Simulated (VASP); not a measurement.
Wanted: the native input for a VASP 6.6.1 run.

```
Task                   : single point
Functional             : r2SCAN
Potentials or basis    : VASP PAW PBE potentials, release 64 (Ag, Cl)
Cutoff                 : 520 eV
k mesh                 : 8 × 8 × 8
Occupations            : gaussian, width 0.01 eV
Spin                   : no spin polarisation
Dipole correction      : no
Further INCAR settings : ALGO = Normal; EDIFF = 1e-06; NBANDS = 16
```

Crystal: AgCl.

```
Ag Cl
1.0
     3.46418    0.00000    0.00000
     0.00000    3.39559    0.00000
     0.00000    0.00000    3.39559
Ag Cl
1 1
Cartesian
  0.0000 0.0000 0.0000
  1.7321 1.6978 1.6978
```

This cell differs from its parent crystal: uniaxial x strain +2.0%.

One way to write it, as run:

POSCAR

```
AgCl
1.0
    3.4641789166      0.0000000000      0.0000000000
    0.0000000000      3.3955880382      0.0000000000
    0.0000000000      0.0000000000      3.3955880382
Ag Cl
1 1
Direct
    0.0000000000      0.0000000000      0.0000000000
    0.5000000000      0.5000000000      0.5000000000
```

INCAR.step1

```
PREC     = Accurate       # precision mode
ENCUT    = 520            # plane-wave cutoff, eV
ISMEAR   = 0              # smearing method
SIGMA    = 0.01           # smearing width, eV
LREAL    = F              # projectors in reciprocal space
LASPH    = T              # aspherical terms in the spheres
NELM     = 80             # most SCF steps
NBANDS   = 16             # bands
GGA      = PE             # functional
ALGO     = Normal         # electronic algorithm
EDIFF    = 1E-4           # SCF threshold, eV
LWAVE    = T              # write WAVECAR
LCHARG   = F              # write CHGCAR
```

INCAR.step2

```
PREC     = Accurate       # precision mode
ENCUT    = 520            # plane-wave cutoff, eV
EDIFF    = 1E-6           # SCF threshold, eV
ISMEAR   = 0              # smearing method
SIGMA    = 0.01           # smearing width, eV
LREAL    = F              # projectors in reciprocal space
LASPH    = T              # aspherical terms in the spheres
NELM     = 80             # most SCF steps
ALGO     = Normal         # electronic algorithm
ISIF     = 2              # what is computed and relaxed
LWAVE    = F              # write WAVECAR
LCHARG   = F              # write CHGCAR
METAGGA  = R2SCAN         # meta-GGA
LMIXTAU  = T            
NBANDS   = 16             # bands
ISTART   = 1
```

KPOINTS

```
regular mesh
0
Gamma
  8 8 8
```

Potentials or basis: VASP PAW PBE potentials, release 64 (Ag, Cl).

Run with:

```console
$ cat potpaw_PBE.64/Ag/POTCAR potpaw_PBE.64/Cl/POTCAR > POTCAR
$ cp INCAR.step1 INCAR
$ mpirun -np 1 vasp_std > vasp.out
$ cp INCAR.step2 INCAR
$ mpirun -np 1 vasp_std > vasp.out
```

Results of the run:

```json
{
  "Pressure": "-1.2 GPa",
  "Band gap on the k mesh": "1.15 eV (least direct gap 2.71 eV)"
}
```

Caveat: the cell differs from its parent crystal (uniaxial x strain +2.0%); the PAW data sets were made with another functional, which shifts forces and pressure a little.

Wall time 4.1 min on 1 thread of Intel Xeon 8259CL, with other jobs on the host, peak memory 0.2 GiB.
